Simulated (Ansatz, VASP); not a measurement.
One calculation of AlP, two programs

```
Al P
1.0
     0.00000    2.73913    2.73913
     2.73913    0.00000    2.73913
     2.73913    2.73913    0.00000
Al P
1 1
Direct
  0.00000 0.00000 0.00000
  0.25000 0.25000 0.25000
```

Alike in both runs: task single point; functional r2SCAN; k mesh 10 × 10 × 10; occupations fermi-dirac, width 0.02 eV; no spin polarisation.

```csv
,VASP,Ansatz
version,VASP 6.6.1,Ansatz 0.2.0
potentials or method,"VASP PAW PBE potentials, release 64 (Al, P), cutoff 550 eV",PAW plane waves
valence electrons in the cell,8,8
```

```tsv
	VASP	Ansatz	Ansatz less VASP
gap on the k mesh at the Fermi level (eV)	1.93	1.93	-0.003
pressure (GPa)	-0.3	0.0	+0.29
```

VASP's potentials were made for PBE, not for r2SCAN.
